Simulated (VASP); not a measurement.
Here is a VASP 6.6.1 calculation.

Contents of INCAR:

```
ALGO = Normal ; EDIFF = 1E-6
ENCUT = 520 ; GGA = PE
ISIF = 2 ; ISMEAR = -1
LASPH = True ; LCHARG = False
LREAL = False ; LWAVE = False
NBANDS = 12 ; NELM = 100
PREC = Accurate ; SIGMA = 0.02
```

File KPOINTS:

```
k-points
0
Gamma
  10 10 10
```

Contents of POSCAR:

```
LiF
1.0
    0.0000000000      1.9749230202      2.0090937310
    1.9749230202      0.0000000000      2.0090937310
    1.9749230202      1.9749230202      0.0000000000
Li F
1 1
Direct
    0.0000000000      0.0000000000      0.0000000000
    0.5000000000      0.5000000000      0.5000000000
```

Potentials or basis: VASP PAW PBE potentials, release 64 (Li_sv, F).

Run with:

```console
$ cat potpaw_PBE.64/Li_sv/POTCAR potpaw_PBE.64/F/POTCAR > POTCAR
$ mpirun -np 1 vasp_std > vasp.out
```

(1) What does it give for the band gap on the k mesh?

Results:

(1) 9.44 eV, direct.

Caveat: the cell differs from its parent crystal (epitaxial xy strain -1.0%).
